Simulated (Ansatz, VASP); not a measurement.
## Ga in VASP and in Ansatz

```
Ga
1.0
    -2.51644    2.32772    1.39176
     2.32772   -2.51644    1.39176
     2.96707    2.96707   -1.73741
Ga
2
Direct
  0.98927 0.01073 0.00000
  0.76073 0.23927 0.50000
```

Alike in both runs: task single point; functional revPBE; k mesh 15 × 15 × 9; occupations fermi-dirac, width 0.1 eV; no spin polarisation.

|  | VASP | Ansatz |
| --- | --- | --- |
| version | VASP 6.6.1 | Ansatz 0.2.0 |
| potentials or method | VASP PAW PBE potentials, release 64 (Ga_d), cutoff 520 eV | plane waves (420 eV) with PAW, scalar-relativistic |
| valence electrons in the cell | 26 | 26 |

VASP gave:

| Item | Value |
| --- | --- |
| pressure (GPa) | 2.3 |
| traceless stress, the component that is largest in VASP (GPa) | -0.26 |

Estimate Ansatz's values.

pressure (GPa): 2.1; traceless stress, the component that is largest in VASP (GPa): -0.26.

VASP's potentials were made for PBE, not for revPBE. The functional is the same, so the differences come from potentials, cutoffs and numerics.
